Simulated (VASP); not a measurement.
# HfN (Fm-3m) in VASP: notebook

HfN is run at these levels: PBE; tasks: single point.

Everything below comes from runs of VASP 6.6.1. Logs are shortened: lines on timing, memory, paths and dates and some standing lists are left out, and cuts for length are marked.

### Step 1. The cell of the first run

The structure is cubic, space group Fm-3m (No. 225). The conventional cell has a = 4.542 Å, b = 4.542 Å, c = 4.542 Å, α = 90.00°, β = 90.00°, γ = 90.00°. Within 3.0 Å of Hf (site symmetry m-3m) lie 6 N at 2.27 Å. Within 3.0 Å of N (site symmetry m-3m) lie 6 Hf at 2.27 Å.

### Step 2. Single point, PBE

The input, INCAR:

```
SYSTEM = HfN
PREC     = Accurate       ! precision mode
ENCUT    = 520            ! plane-wave cutoff, eV
EDIFF    = 1E-6           ! SCF threshold, eV
ISMEAR   = -1             ! smearing method
SIGMA    = 0.1            ! smearing width, eV
LREAL    = .FALSE.        ! projectors in reciprocal space
LASPH    = .TRUE.         ! aspherical terms in the spheres
NELM     = 100            ! most SCF steps
ALGO     = Normal         ! electronic algorithm
ISIF     = 2              ! what is computed and relaxed
LWAVE    = .FALSE.        ! write WAVECAR
LCHARG   = .FALSE.        ! write CHGCAR
GGA      = PE             ! functional
NBANDS   = 14             ! bands
```

The input, KPOINTS:

```
regular mesh
0
G
  9 9 9
  0 0 0
```

The input, POSCAR:

```
HfN
1.0
    0.0000000000      2.2709408328      2.2709408328
    2.2709408328      0.0000000000      2.2709408328
    2.2709408328      2.2709408328      0.0000000000
Hf N
1 1
Direct
    0.0000000000      0.0000000000      0.0000000000
    0.5000000000      0.5000000000      0.5000000000
```

Potentials or basis: VASP PAW PBE potentials, release 64 (Hf_pv, N).

On the command line:

```
$ cat potpaw_PBE.64/Hf_pv/POTCAR potpaw_PBE.64/N/POTCAR > POTCAR
$ mpirun -np 1 vasp_std > vasp.out
```

OUTCAR:

```text
SYSTEM = HfN
   PREC = Accurate
   ENCUT = 520
   EDIFF = 1E-6
   ISMEAR = -1
   LREAL = .FALSE.
   LASPH = .TRUE.
   NELM = 100
   ISIF = 2
   GGA = PE

 ion  position               nearest neighbor table
   1  0.000  0.000  0.000-   2 2.27   2 2.27   2 2.27   2 2.27   2 2.27   2 2.27
   2  0.500  0.500  0.500-   1 2.27   1 2.27   1 2.27   1 2.27   1 2.27   1 2.27

  LATTYP: Found a face centered cubic cell.
 ALAT       =     4.5418816656

  Lattice vectors:

 A1 = (   0.0000000000,   2.2709408328,   2.2709408328)
 A2 = (   2.2709408328,   0.0000000000,   2.2709408328)
 A3 = (   2.2709408328,   2.2709408328,   0.0000000000)

Analysis of symmetry for initial positions (statically):
=====================================================================
 Subroutine PRICEL returns:
 Original cell was already a primitive cell.

 Routine SETGRP: Setting up the symmetry group for a
 face centered cubic supercell.

 Subroutine GETGRP returns: Found 48 space group operations
 (whereof 48 operations were pure point group operations)
 out of a pool of 48 trial point group operations.

The static configuration has the point symmetry O_h .

Analysis of symmetry for dynamics (positions and initial velocities):
=====================================================================
 Subroutine PRICEL returns:
 Original cell was already a primitive cell.

 Routine SETGRP: Setting up the symmetry group for a
 face centered cubic supercell.

 Subroutine GETGRP returns: Found 48 space group operations
 (whereof 48 operations were pure point group operations)
 out of a pool of 48 trial point group operations.

The dynamic configuration has the point symmetry O_h .

 Subroutine INISYM returns: Found 48 space group operations
 (whereof 48 operations are pure point group operations),
 and found     1 'primitive' translations

----------------------------------------------------------------------------------------

                                     Primitive cell

  volume of cell :      23.4233

  direct lattice vectors                    reciprocal lattice vectors
     0.000000000  2.270940833  2.270940833    -0.220173063  0.220173063  0.220173063
     2.270940833  0.000000000  2.270940833     0.220173063 -0.220173063  0.220173063
     2.270940833  2.270940833  0.000000000     0.220173063  0.220173063 -0.220173063

  length of vectors
     3.211595325  3.211595325  3.211595325     0.381350932  0.381350932  0.381350932

  position of ions in fractional coordinates (direct lattice)
     0.000000000  0.000000000  0.000000000
     0.500000000  0.500000000  0.500000000

  ion indices of the primitive-cell ions
   primitive index   ion index
                 1           1
                 2           2

----------------------------------------------------------------------------------------

 KPOINTS: regular mesh

Automatic generation of k-mesh.
 Grid dimensions read from file:
 generate k-points for:    9    9    9

 Generating k-lattice:

  Cartesian coordinates                     Fractional coordinates (reciprocal lattice)
    -0.024463674  0.024463674  0.024463674     0.111111111  0.000000000  0.000000000
     0.024463674 -0.024463674  0.024463674     0.000000000  0.111111111  0.000000000
     0.024463674  0.024463674 -0.024463674     0.000000000  0.000000000  0.111111111

  Length of vectors
     0.042372326  0.042372326  0.042372326

  Shift w.r.t. Gamma in fractional coordinates (k-lattice)
     0.000000000  0.000000000  0.000000000

 Subroutine IBZKPT returns following result:
 ===========================================

 Found     35 irreducible k-points:

 Following reciprocal coordinates:
            Coordinates               Weight
  0.000000  0.000000  0.000000      1.000000
  0.111111  0.000000  0.000000      8.000000
  0.222222  0.000000  0.000000      8.000000
  0.333333  0.000000  0.000000      8.000000
  0.444444  0.000000  0.000000      8.000000
  0.111111  0.111111  0.000000      6.000000
[... 16 lines left out ...]
 -0.333333  0.333333  0.000000     12.000000
  0.444444  0.444444  0.000000      6.000000
 [... further k-points ...]
   k-points           NKPTS =     35   k-points in BZ     NKDIM =     35   number of bands    NBANDS=     14
   number of dos      NEDOS =    301   number of ions     NIONS =      2
   total plane-waves  NPLWV =  13824
   dimension x,y,z NGX =    24 NGY =   24 NGZ =   24
   dimension x,y,z NGXF=    48 NGYF=   48 NGZF=   48
   ions per type =               1   1
   NGX,Y,Z   is equivalent  to a cutoff of  12.42, 12.42, 12.42 a.u.
   NGXF,Y,Z  is equivalent  to a cutoff of  24.85, 24.85, 24.85 a.u.
 SYSTEM =  HfN
   PREC   = accura    normal or accurate (medium, high low for compatibility)
   ISTART =      0    job   : 0-new  1-cont  2-samecut
   ICHARG =      2    charge: 1-file 2-atom 10-const
   ISPIN  =      1    spin polarized calculation?
   LNONCOLLINEAR =      F non collinear calculations
   LSORBIT =      F    spin-orbit coupling
   LASPH  =      T    aspherical Exc in radial PAW
   ENCUT  =  520.0 eV  38.22 Ry    6.18 a.u.   5.97  5.97  5.97*2*pi/ulx,y,z
   NELM   =    100;   NELMIN=  2; NELMDL= -5     # of ELM steps
   EDIFF  = 0.1E-05   stopping-criterion for ELM
   LREAL  =      F    real-space projection
   EDIFFG = 0.1E-04   stopping-criterion for IOM
   NSW    =      0    number of steps for IOM
   IBRION =     -1    ionic relax: 0-MD 1-quasi-New 2-CG
   NFREE  =      0    steps in history (QN), initial steepest desc. (CG)
   ISIF   =      2    stress and relaxation
   ISYM   =      2    0-nonsym 1-usesym 2-fastsym
   POTIM  = 0.5000    time-step for ionic-motion
   TEBEG  =    0.0;   TEEND  =   0.0 temperature during run
   PSTRESS=    0.0 pullay stress
   NELECT =      15.0000    total number of electrons
   NUPDOWN=      -1.0000    fix difference up-down
   EMIN   =  10.00;   EMAX   =-10.00  energy-range for DOS
   EFERMI =   0.00;   METHOD = LEGACY
   ISMEAR =    -1;   SIGMA  =   0.10  broadening in eV -4-tet -1-fermi 0-gaus
   EFERMI_NEDOS =   21; number of points for ismear=-14 and -15
   IALGO  =     38    algorithm
   IMIX   =      4    mixing-type and parameters
     AMIX     =   0.40;   BMIX     =  1.00
     AMIX_MAG =   1.60;   BMIX_MAG =  1.00
  volume/ion in A,a.u.               =      11.71        79.03
  Fermi-wavevector in a.u.,A,eV,Ry     =   1.411095  2.666582 27.091753  1.991188
  Thomas-Fermi vector in A             =   2.532981
   LORBIT       =      0    0 simple, 1 ext, 2 COOP (PROOUT), +10 PAW based schemes
   GGA     = PE    functional components
[... 5 lines left out ...]
 non-spin polarized calculation
  energy-cutoff  :      520.00
  volume of cell :       23.42
 maximum number of plane-waves:       642
   NGX = 11   NGY = 11   NGZ = 11

 number of electron      15.0000000 magnetization

 Free energy of the ion-electron system (eV)
  ---------------------------------------------------
  ext. energy  EPLUGINS =         0.00000000
  ---------------------------------------------------
  free energy    TOTEN  =       -21.77622639 eV

  energy without entropy =      -21.75572909  energy(sigma->0) =      -21.76597774

 E-fermi :   8.2365     XC(G=0): -12.6498

 val. band max:        8.2174293160   @ k =   0.4444   0.2222   0.1111
 cond. band min:       8.2932110585   @ k =   0.1111   0.0000   0.0000
 fundamental gap:      0.0757817425
 Fermi energy:         8.2364723768

 k-point     1 :       0.0000    0.0000    0.0000
  band No.  band energies     occupation
      1     -22.9724      2.00000
      2     -22.9724      2.00000
      3     -22.9724      2.00000
      4      -9.1719      2.00000
      5       5.2353      2.00000
      6       5.2353      2.00000
      7       5.2353      2.00000
      8       7.9059      1.92923
      9       7.9059      1.92923
     10       7.9059      1.92923
     11       9.8907      0.00000
     12      10.1740      0.00000
     13      10.1740      0.00000
     14      17.7701      0.00000

 k-point     2 :       0.1111    0.0000    0.0000
  band No.  band energies     occupation
      1     -23.0873      2.00000
      2     -22.9822      2.00000
      3     -22.9822      2.00000
      4      -8.9023      2.00000
      5       4.1499      2.00000
      6       4.6045      2.00000
      7       4.6045      2.00000
      8       8.1551      1.38569
      9       8.2932      0.72368
     10       8.2932      0.72368
     11      10.7426      0.00000
     12      11.0446      0.00000
     13      11.0446      0.00000
     14      18.6850      0.00000

 k-point     3 :       0.2222    0.0000    0.0000
  band No.  band energies     occupation
      1     -23.3658      2.00000
      2     -23.0068      2.00000
      3     -23.0068      2.00000
      4      -8.1945      2.00000
      5       2.2967      2.00000
      6       3.5254      2.00000
      7       3.5254      2.00000
      8       8.6116      0.04589
      9       9.2513      0.00008
     10       9.2513      0.00008
     11      12.3730      0.00000
     12      12.9340      0.00000
     13      12.9340      0.00000
     14      20.3862      0.00000
[... 324 lines left out ...]
 k-point    23 :      -0.3333    0.3333    0.0000
  band No.  band energies     occupation
      1     -23.5639      2.00000
      2     -23.5061      2.00000
      3     -23.1451      2.00000
      4      -7.2741      2.00000
      5       1.1944      2.00000
      6       2.7260      2.00000
      7       2.8507      2.00000
      8       8.7789      0.00877
      9      11.3135      0.00000
     10      11.9163      0.00000
     11      13.6579      0.00000
     12      15.9664      0.00000
     13      17.9806      0.00000
     14      19.9331      0.00000

 k-point    24 :       0.4444    0.4444    0.0000
  band No.  band energies     occupation
      1     -23.7020      2.00000
      2     -23.2545      2.00000
      3     -23.2545      2.00000
      4      -8.0486      2.00000
      5       2.6181      2.00000
      6       4.5344      2.00000
      7       4.5344      2.00000
      8       4.5765      2.00000
      9      12.1787      0.00000
     10      13.4322      0.00000
     11      13.5645      0.00000
     12      13.5645      0.00000
     13      16.3500      0.00000
     14      17.5094      0.00000

 [... further k-points ...]

------------------------ aborting loop because EDIFF is reached ----------------------------------------

  FORCE on cell =-STRESS in cart. coord.  units (eV):
  Direction    XX          YY          ZZ          XY          YZ          ZX
  --------------------------------------------------------------------------------------
  -------------------------------------------------------------------------------------
  Total       -0.1894615     -0.1894615     -0.1894615      0.0000000     -0.0000000      0.0000000
  in kB      -12.9593752    -12.9593752    -12.9593752      0.0000000     -0.0000000      0.0000000
  external PRESSURE =     -12.9593752 kB  Pullay stress =       0.0000000 kB

 VOLUME and BASIS-vectors are now :
 -----------------------------------------------------------------------------
  energy-cutoff  :      520.00
  volume of cell :       23.42
      direct lattice vectors                 reciprocal lattice vectors
     0.000000000  2.270940833  2.270940833    -0.220173063  0.220173063  0.220173063
     2.270940833  0.000000000  2.270940833     0.220173063 -0.220173063  0.220173063
     2.270940833  2.270940833  0.000000000     0.220173063  0.220173063 -0.220173063

 POSITION                                       TOTAL-FORCE (eV/Angst)
 -----------------------------------------------------------------------------------
      0.00000      0.00000      0.00000        -0.000000     -0.000000     -0.000000
      2.27094      2.27094      2.27094         0.000000      0.000000      0.000000
 -----------------------------------------------------------------------------------
    total drift:                                0.000000     -0.000000     -0.000000

  FREE ENERGIE OF THE ION-ELECTRON SYSTEM (eV)
  ---------------------------------------------------
  free  energy   TOTEN  =       -21.7762263938 eV

  energy  without entropy=      -21.7557290931  energy(sigma->0) =      -21.76597774
```

It took 9.4 s on 1 thread of Intel Xeon 6975P-C, shared host; peak memory 0.14 GiB.

Results:

```yaml
Free_energy: -21.7762 eV
Pressure: -1.3 GPa
```

Levels at points of the mesh, in eV from the Fermi level:
```
           k point  band 5  band 6  band 7  band 8  band 9  band 10  band 11  band 12
(0.00, 0.00, 0.00)   -3.00   -3.00   -3.00   -0.33   -0.33    -0.33     1.65     1.94
```

Caveat: spin-orbit coupling is left out, which moves the levels of the heavy elements.

### Step 3. Single point, PBE

This run uses another cell than the first one, of 11.94 Å³/atom, 1.020 times its volume.

The input, INCAR:

```
SYSTEM = HfN
ALGO = Normal ; EDIFF = 1E-6
ENCUT = 520 ; GGA = PE
ISIF = 2 ; ISMEAR = -1
LASPH = .True. ; LCHARG = .False.
LREAL = .False. ; LWAVE = .False.
NBANDS = 14 ; NELM = 80
PREC = Accurate ; SIGMA = 0.1
```

The input, KPOINTS:

```
k-points
0
Gamma
  9 9 9
  0 0 0
```

The input, POSCAR:

```
HfN
1.0
    0.0000000000      2.2856876150      2.2856876150
    2.2856876150      0.0000000000      2.2856876150
    2.2856876150      2.2856876150      0.0000000000
Hf N
1 1
Direct
    0.0000000000      0.0000000000      0.0000000000
    0.5000000000      0.5000000000      0.5000000000
```

Potentials or basis: VASP PAW PBE potentials, release 64 (Hf_pv, N).

On the command line:

```
$ cat potpaw_PBE.64/Hf_pv/POTCAR potpaw_PBE.64/N/POTCAR > POTCAR
$ mpirun -np 1 vasp_std > vasp.out
```

It took 7.9 s on 1 thread of Intel Xeon 6975P-C, shared host; peak memory 0.14 GiB.

It converged, with:

* Free energy: -21.7656 eV
* Pressure: -6.2 GPa

Levels at points of the mesh, in eV from the Fermi level:
| k point | band 5 | band 6 | band 7 | band 8 | band 9 | band 10 | band 11 | band 12 |
| --- | --- | --- | --- | --- | --- | --- | --- | --- |
| (0.00, 0.00, 0.00) | -2.98 | -2.98 | -2.98 | -0.32 | -0.32 | -0.32 | 1.47 | 1.89 |

Caveat: spin-orbit coupling is left out, which moves the levels of the heavy elements.

### Step 4. Single point, PBE

This run uses another cell than the first one, of 12.17 Å³/atom, 1.039 times its volume.

The input, INCAR:

```
PREC = Accurate
ENCUT = 520
EDIFF = 1E-7
ISMEAR = -1
SIGMA = 0.1
LREAL = F
LASPH = T
NELM = 80
ALGO = Normal
ISIF = 2
LWAVE = F
LCHARG = F
GGA = PE
NBANDS = 14
```

The input, KPOINTS:

```
Automatic mesh
0
Gamma
  9 9 9
```

The input, POSCAR:

```
HfN
1.0
    0.0000000000      2.3002465274      2.3002465274
    2.3002465274      0.0000000000      2.3002465274
    2.3002465274      2.3002465274      0.0000000000
Hf N
1 1
Direct
    0.0000000000      0.0000000000      0.0000000000
    0.5000000000      0.5000000000      0.5000000000
```

On the command line:

```
$ cat potpaw_PBE.64/Hf_pv/POTCAR potpaw_PBE.64/N/POTCAR > POTCAR
$ mpirun -np 1 vasp_std > vasp.out
```

Wall time 7.4 s (1 thread of Intel Xeon 6975P-C, shared host); peak memory 0.14 GiB.

The run converged. Its results:

- Free energy: -21.7416 eV
- Pressure: -10.6 GPa

Levels at points of the mesh, in eV from the Fermi level:
```
           k point  band 5  band 6  band 7  band 8  band 9  band 10  band 11  band 12
(0.00, 0.00, 0.00)   -2.95   -2.95   -2.95   -0.31   -0.31    -0.31     1.30     1.85
```

Caveat: spin-orbit coupling is left out, which moves the levels of the heavy elements.

### Step 5. Summary

```tsv
cell	gap on the mesh (eV)	pressure (GPa)
a = 3.212 Å, angles 60.0°, 2 atoms	none	-1.3
a = 3.232 Å, angles 60.0°, 2 atoms	none	-6.2
a = 3.253 Å, angles 60.0°, 2 atoms	none	-10.6
```

Alike in all rows: task single point; level PBE; potentials or basis VASP PAW PBE potentials, release 64 (Hf_pv, N); no spin polarisation; k mesh 9 × 9 × 9; cutoff (eV) 520; smearing fermi-dirac 0.1 eV.

Caveats: spin-orbit coupling is left out, which moves the levels of the heavy elements.

Total energies depend on the potentials used, so only differences within one code and one set of settings carry meaning.
